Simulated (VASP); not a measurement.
# InO in VASP: single point with LDA

Aim: the single point of InO with LDA.

All numbers are computed with VASP 6.6.1; they aren't measurements. Logs are shortened: lines on timing, memory, paths and dates and some standing lists are left out, and cuts for length are marked.

## Step 1: The cell of the first run

The cell holds a slab with vacuum, 4 atoms: a = 3.281 Å, b = 3.281 Å, c = 15.877 Å, α = 90.00°, β = 90.00°, γ = 120.00°.

## Step 2: Single point, LDA

Contents of INCAR:

```
  PREC = Accurate
  ENCUT = 520
  EDIFF = 1E-6
  ISMEAR = 0
  SIGMA = 0.03
  LREAL = False
  LASPH = True
  NELM = 60
  ALGO = Normal
  ISIF = 2
  LWAVE = False
  LCHARG = False
  GGA = CA
  ISYM = 0
  NBANDS = 27
```

Contents of KPOINTS:

```
Automatic mesh
0
Gamma
  12 12 2
  0.5 0.5 0.5
```

Contents of POSCAR:

```
InO
1.0
    3.2809331112      0.0000000000      0.0000000000
   -1.6404665556      2.8413714224      0.0000000000
    0.0000000000      0.0000000000     15.8771000000
In O
2 2
Direct
    0.6666666667      0.3333333333      0.5900210000
    0.6666666667      0.3333333333      0.4099790000
    0.0000000000      0.0000000000      0.6398670000
    0.0000000000      0.0000000000      0.3601330000
```

Potentials or basis: VASP PAW LDA potentials, release 64 (In_d, O).

On the command line:

```
cat potpaw_LDA.64/In_d/POTCAR potpaw_LDA.64/O/POTCAR > POTCAR
mpirun -np 1 vasp_std > vasp.out
```

OUTCAR:

```text
PREC = Accurate
   ENCUT = 520
   EDIFF = 1E-6
   ISMEAR = 0
   LREAL = False
   LASPH = True
   NELM = 60
   ISIF = 2
   GGA = CA
   ISYM = 0

 ion  position               nearest neighbor table
   1  0.667  0.333  0.590-   3 2.05   3 2.05   3 2.05   2 2.86
   2  0.667  0.333  0.410-   4 2.05   4 2.05   4 2.05   1 2.86
   3  0.000  0.000  0.640-   1 2.05   1 2.05   1 2.05
   4  0.000  0.000  0.360-   2 2.05   2 2.05   2 2.05

IMPORTANT INFORMATION: All symmetrisations will be switched off!
NOSYMM: (Re-)initialisation of all symmetry stuff for point group C_1.

----------------------------------------------------------------------------------------

                                     Primitive cell

  volume of cell :     148.0119

  direct lattice vectors                    reciprocal lattice vectors
     3.280933111  0.000000000  0.000000000     0.304791340  0.175971362  0.000000000
    -1.640466556  2.841371422  0.000000000     0.000000000  0.351942725  0.000000000
     0.000000000  0.000000000 15.877100000     0.000000000  0.000000000  0.062983794

  length of vectors
     3.280933111  3.280933111 15.877100000     0.351942725  0.351942725  0.062983794

  position of ions in fractional coordinates (direct lattice)
     0.666666667  0.333333333  0.590021000
     0.666666667  0.333333333  0.409979000
     0.000000000  0.000000000  0.639867000
     0.000000000  0.000000000  0.360133000

  ion indices of the primitive-cell ions
   primitive index   ion index
                 1           1
                 2           2
                 3           3
                 4           4

----------------------------------------------------------------------------------------

 KPOINTS: Automatic mesh

Automatic generation of k-mesh.
 Grid dimensions read from file:
 generate k-points for:   12   12    2

 Generating k-lattice:

  Cartesian coordinates                     Fractional coordinates (reciprocal lattice)
     0.025399278  0.014664280  0.000000000     0.083333333  0.000000000  0.000000000
     0.000000000  0.029328560  0.000000000     0.000000000  0.083333333  0.000000000
     0.000000000  0.000000000  0.031491897     0.000000000  0.000000000  0.500000000

  Length of vectors
     0.029328560  0.029328560  0.031491897

  Shift w.r.t. Gamma in fractional coordinates (k-lattice)
     0.500000000  0.500000000  0.500000000

 Subroutine IBZKPT returns following result:
 ===========================================

 Found    432 irreducible k-points:

 Following reciprocal coordinates:
            Coordinates               Weight
  0.041667  0.041667  0.250000      2.000000
 -0.041667  0.083333  0.250000      2.000000
 -0.083333  0.041667  0.250000      2.000000
 -0.041667 -0.041667  0.250000      2.000000
  0.041667 -0.083333  0.250000      2.000000
  0.083333 -0.041667  0.250000      2.000000
[... 16 lines left out ...]
  0.041667 -0.250000  0.250000      2.000000
  0.250000 -0.208333  0.250000      2.000000
 [... further k-points ...]
   k-points           NKPTS =    432   k-points in BZ     NKDIM =    432   number of bands    NBANDS=     27
   number of dos      NEDOS =    301   number of ions     NIONS =      4
   total plane-waves  NPLWV =  69120
   dimension x,y,z NGX =    24 NGY =   24 NGZ =  120
   dimension x,y,z NGXF=    48 NGYF=   48 NGZF=  240
   ions per type =               2   2
   NGX,Y,Z   is equivalent  to a cutoff of  12.16, 12.16, 12.56 a.u.
   NGXF,Y,Z  is equivalent  to a cutoff of  24.32, 24.32, 25.13 a.u.
 SYSTEM =  unknown system
   PREC   = accura    normal or accurate (medium, high low for compatibility)
   ISTART =      0    job   : 0-new  1-cont  2-samecut
   ICHARG =      2    charge: 1-file 2-atom 10-const
   ISPIN  =      1    spin polarized calculation?
   LNONCOLLINEAR =      F non collinear calculations
   LSORBIT =      F    spin-orbit coupling
   LASPH  =      T    aspherical Exc in radial PAW
   ENCUT  =  520.0 eV  38.22 Ry    6.18 a.u.   6.10  6.10 29.52*2*pi/ulx,y,z
   NELM   =     60;   NELMIN=  2; NELMDL= -5     # of ELM steps
   EDIFF  = 0.1E-05   stopping-criterion for ELM
   LREAL  =      F    real-space projection
   EDIFFG = 0.1E-04   stopping-criterion for IOM
   NSW    =      0    number of steps for IOM
   IBRION =     -1    ionic relax: 0-MD 1-quasi-New 2-CG
   NFREE  =      0    steps in history (QN), initial steepest desc. (CG)
   ISIF   =      2    stress and relaxation
   ISYM   =      0    0-nonsym 1-usesym 2-fastsym
   POTIM  = 0.5000    time-step for ionic-motion
   TEBEG  =    0.0;   TEEND  =   0.0 temperature during run
   PSTRESS=    0.0 pullay stress
   NELECT =      38.0000    total number of electrons
   NUPDOWN=      -1.0000    fix difference up-down
   EMIN   =  10.00;   EMAX   =-10.00  energy-range for DOS
   EFERMI =   0.00;   METHOD = LEGACY
   ISMEAR =     0;   SIGMA  =   0.03  broadening in eV -4-tet -1-fermi 0-gaus
   EFERMI_NEDOS =   21; number of points for ismear=-14 and -15
   IALGO  =     38    algorithm
   IMIX   =      4    mixing-type and parameters
     AMIX     =   0.40;   BMIX     =  1.00
     AMIX_MAG =   1.60;   BMIX_MAG =  1.00
  volume/ion in A,a.u.               =      37.00       249.71
  Fermi-wavevector in a.u.,A,eV,Ry     =   1.040488  1.966238 14.729882  1.082616
  Thomas-Fermi vector in A             =   2.175066
   LORBIT       =      0    0 simple, 1 ext, 2 COOP (PROOUT), +10 PAW based schemes
   GGA     = CA    functional components
   LHFCALC =     F    Hartree Fock is set to
   AEXX    =    0.0000 exact exchange contribution
   IVDW    =     0    specifies the selected vdW correction
   LEPSILON=     F    determine dielectric tensor
   LRPA    =     F    only Hartree local field effects (RPA)
 non-spin polarized calculation
 Gauss-broadening in eV      SIGMA  =   0.03
  energy-cutoff  :      520.00
  volume of cell :      148.01
 maximum number of plane-waves:      4023
   NGX = 13   NGY = 13   NGZ = 59

 number of electron      38.0000019 magnetization

 Free energy of the ion-electron system (eV)
  ---------------------------------------------------
  ext. energy  EPLUGINS =         0.00000000
  ---------------------------------------------------
  free energy    TOTEN  =       -22.08781259 eV

  energy without entropy =      -22.08781259  energy(sigma->0) =      -22.08781259

 E-fermi :  -1.0965     XC(G=0):  -5.2854

 val. band max:       -1.2427419153   @ k =  -0.3333  -0.2917  -0.2500
 cond. band min:      -0.8884688201   @ k =  -0.0417   0.0417   0.2500
 fundamental gap:      0.3542730953
 Fermi energy:        -1.0964594597

 k-point     1 :       0.0417    0.0417    0.2500
  band No.  band energies     occupation
      1     -19.6586      2.00000
      2     -19.6356      2.00000
      3     -15.0813      2.00000
      4     -15.0622      2.00000
      5     -15.0252      2.00000
      6     -15.0196      2.00000
[... 19 lines left out ...]
     26       8.2652      0.00000
     27       8.8972      0.00000

 k-point     2 :      -0.0417    0.0833    0.2500
  band No.  band energies     occupation
      1     -19.6586      2.00000
      2     -19.6356      2.00000
      3     -15.0813      2.00000
      4     -15.0622      2.00000
      5     -15.0252      2.00000
      6     -15.0196      2.00000
[... 19 lines left out ...]
     26       8.2652      0.00000
     27       8.8971      0.00000

 k-point     3 :      -0.0833    0.0417    0.2500
  band No.  band energies     occupation
      1     -19.6586      2.00000
      2     -19.6356      2.00000
      3     -15.0813      2.00000
      4     -15.0622      2.00000
      5     -15.0252      2.00000
      6     -15.0196      2.00000
[... 19 lines left out ...]
     26       8.2652      0.00000
     27       8.8972      0.00000

 k-point     4 :      -0.0417   -0.0417    0.2500
  band No.  band energies     occupation
      1     -19.6586      2.00000
      2     -19.6356      2.00000
      3     -15.0813      2.00000
      4     -15.0622      2.00000
      5     -15.0252      2.00000
      6     -15.0196      2.00000
[... 19 lines left out ...]
     26       8.2652      0.00000
     27       8.8972      0.00000

 k-point     5 :       0.0417   -0.0833    0.2500
  band No.  band energies     occupation
      1     -19.6586      2.00000
      2     -19.6356      2.00000
      3     -15.0813      2.00000
      4     -15.0622      2.00000
      5     -15.0252      2.00000
      6     -15.0196      2.00000
[... 19 lines left out ...]
     26       8.2652      0.00000
     27       8.8971      0.00000

 k-point     6 :       0.0833   -0.0417    0.2500
  band No.  band energies     occupation
      1     -19.6586      2.00000
      2     -19.6356      2.00000
      3     -15.0813      2.00000
      4     -15.0622      2.00000
      5     -15.0252      2.00000
      6     -15.0196      2.00000
[... 444 lines left out ...]
      1     -19.5736      2.00000
      2     -19.5584      2.00000
      3     -15.0150      2.00000
      4     -14.9162      2.00000
      5     -14.8782      2.00000
      6     -14.8401      2.00000
[... 19 lines left out ...]
     26       7.6449      0.00000
     27       7.9312      0.00000

 k-point    22 :      -0.2083   -0.0417    0.2500
  band No.  band energies     occupation
      1     -19.5736      2.00000
      2     -19.5584      2.00000
      3     -15.0150      2.00000
      4     -14.9162      2.00000
      5     -14.8782      2.00000
      6     -14.8401      2.00000
[... 19 lines left out ...]
     26       7.6449      0.00000
     27       7.9312      0.00000

 k-point    23 :       0.0417   -0.2500    0.2500
  band No.  band energies     occupation
      1     -19.5736      2.00000
      2     -19.5584      2.00000
      3     -15.0150      2.00000
      4     -14.9162      2.00000
      5     -14.8782      2.00000
      6     -14.8401      2.00000
[... 19 lines left out ...]
     26       7.6449      0.00000
     27       7.9312      0.00000

 k-point    24 :       0.2500   -0.2083    0.2500
  band No.  band energies     occupation
      1     -19.5736      2.00000
      2     -19.5584      2.00000
      3     -15.0150      2.00000
      4     -14.9162      2.00000
      5     -14.8782      2.00000
      6     -14.8401      2.00000
[... 19 lines left out ...]
     26       7.6449      0.00000
     27       7.9312      0.00000

 [... further k-points ...]

------------------------ aborting loop because EDIFF is reached ----------------------------------------

  FORCE on cell =-STRESS in cart. coord.  units (eV):
  Direction    XX          YY          ZZ          XY          YZ          ZX
  --------------------------------------------------------------------------------------
  -------------------------------------------------------------------------------------
  Total        3.9558969      3.9558975     -0.3590687      0.0000010     -0.0000000     -0.0000000
  in kB       42.8212149     42.8212216     -3.8867941      0.0000105     -0.0000005     -0.0000002
  external PRESSURE =      27.2518808 kB  Pullay stress =       0.0000000 kB

 VOLUME and BASIS-vectors are now :
 -----------------------------------------------------------------------------
  energy-cutoff  :      520.00
  volume of cell :      148.01
      direct lattice vectors                 reciprocal lattice vectors
     3.280933111  0.000000000  0.000000000     0.304791340  0.175971362  0.000000000
    -1.640466556  2.841371422  0.000000000     0.000000000  0.351942725  0.000000000
     0.000000000  0.000000000 15.877100000     0.000000000  0.000000000  0.062983794

 POSITION                                       TOTAL-FORCE (eV/Angst)
 -----------------------------------------------------------------------------------
      1.64047      0.94712      9.36782         0.000000     -0.000000     -0.903425
      1.64047      0.94712      6.50928         0.000000      0.000000      0.903447
      0.00000      0.00000     10.15923        -0.000000     -0.000000      0.515283
      0.00000      0.00000      5.71787         0.000000      0.000000     -0.515305
 -----------------------------------------------------------------------------------
    total drift:                               -0.000001     -0.000000     -0.000027

  FREE ENERGIE OF THE ION-ELECTRON SYSTEM (eV)
  ---------------------------------------------------
  free  energy   TOTEN  =       -22.0878125893 eV

  energy  without entropy=      -22.0878125893  energy(sigma->0) =      -22.08781259
```

Run time: 61 min. Hardware: 1 thread of Intel Xeon 8259CL, shared host; peak memory 1.3 GiB.

What came out:

```
Free energy            : -22.0878 eV
Largest force          : 0.903 eV/Å
Band gap on the k mesh : 0.35 eV (least direct gap 1.47 eV)
```

Forces in eV/Å, atoms in the order of the input:
```
In   0.000  0.000 -0.903
In   0.000  0.000  0.903
O    0.000  0.000  0.515
O    0.000  0.000 -0.515
```

Caveat: spin-orbit coupling is left out, which moves the levels of the heavy elements.
